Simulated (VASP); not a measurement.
A run of VASP 6.6.1 is set up as follows.

Contents of INCAR:

```
PREC     = Accurate       # precision mode
ENCUT    = 520            # plane-wave cutoff, eV
EDIFF    = 1E-6           # SCF threshold, eV
ISMEAR   = 0              # smearing method
SIGMA    = 0.1            # smearing width, eV
LREAL    = False          # projectors in reciprocal space
LASPH    = True           # aspherical terms in the spheres
NELM     = 60             # most SCF steps
ALGO     = Normal         # electronic algorithm
ISIF     = 2              # what is computed and relaxed
LWAVE    = False          # write WAVECAR
LCHARG   = False          # write CHGCAR
GGA      = PE             # functional
NBANDS   = 42             # bands
```

File KPOINTS:

```
regular mesh
0
Gamma
  6 4 2
```

File POSCAR:

```
ZnPbF
1.0
    3.4692075345      0.0000000000      0.0000000000
    0.0000000000      4.0546548722      0.0000000000
    0.0000000000      0.0000000000      8.8989513599
Zn Pb F
2 2 2
Direct
    0.0000000000      0.5000000000      0.1373808798
    0.5000000000      0.0000000000      0.8626191202
    0.0000000000      0.0000000000      0.3710077762
    0.5000000000      0.5000000000      0.6289922238
    0.0000000000      0.0000000000      0.9967092022
    0.5000000000      0.5000000000      0.0032907978
```

Potentials or basis: VASP PAW PBE potentials, release 64 (Zn, Pb_d, F).

Launch:

```bash
$ cat potpaw_PBE.64/Zn/POTCAR potpaw_PBE.64/Pb_d/POTCAR potpaw_PBE.64/F/POTCAR > POTCAR
$ mpirun -np 1 vasp_std > vasp.out
```

(1) Estimate the pressure.

(2) What does it give for the band gap on the k mesh?

Answers

(1) 0.1 GPa.

(2) zero (bands 33 and 34 overlap by 1.73 eV).

Caveat: the k points lie up to 0.39 Å⁻¹ apart, too coarse for converged energies and pressures of a metal; spin-orbit coupling is left out, which moves the levels of the heavy elements.
